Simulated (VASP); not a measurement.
Write the native input for VASP 6.6.1 that does the following.

| Item | Value |
| --- | --- |
| Task | single point |
| Functional | PBEsol |
| Potentials or basis | VASP PAW PBE potentials, release 64 (Au) |
| Cutoff | 520 eV |
| k mesh | 12 × 12 × 6 |
| Occupations | fermi-dirac, width 0.05 eV |
| Spin | no spin polarisation |
| Dipole correction | no |
| Further INCAR settings | ALGO = Normal; EDIFF = 1e-07; NBANDS = 18 |

The structure of Au lies in POSCAR:

```
Au
1.0
    2.9469569625      0.0000000000      0.0000000000
   -1.4734784812      2.5521395934      0.0000000000
    0.0000000000      0.0000000000      4.7740702792
Au
2
Direct
    0.2533333333      0.6266666667      0.1900000000
    0.7466666667      0.3733333333      0.8100000000
```

This cell differs from its parent crystal: shortest bond scaled by 0.76.

These files were run (other wordings do the same):

INCAR

```
ALGO = Normal
EDIFF = 1E-7
ENCUT = 520
GGA = PS
ISIF = 2
ISMEAR = -1
LASPH = True
LCHARG = False
LREAL = False
LWAVE = False
NBANDS = 18
NELM = 80
PREC = Accurate
SIGMA = 0.05
```

KPOINTS

```
k-points
0
Gamma
  12 12 6
```

Potentials or basis: VASP PAW PBE potentials, release 64 (Au).

Launch:

```sh
$ cat potpaw_PBE.64/Au/POTCAR > POTCAR
$ mpirun -np 1 vasp_std > vasp.out
```

It gave:

```
Pressure               : 32.2 GPa
Largest force          : 9.944 eV/Å
Band gap on the k mesh : zero (bands 11 and 12 overlap by 4.44 eV)
```

Caveat: the cell differs from its parent crystal (shortest bond scaled by 0.76); the cell stands under pressure; the PAW data sets were made with another functional, which shifts forces and pressure a little; spin-orbit coupling is left out, which moves the levels of the heavy elements.

Run time: 40 s on 1 thread of Intel(R) Xeon(R) 6975P-C (Granite Rapids) (shared host), peak memory 0.25 GiB.
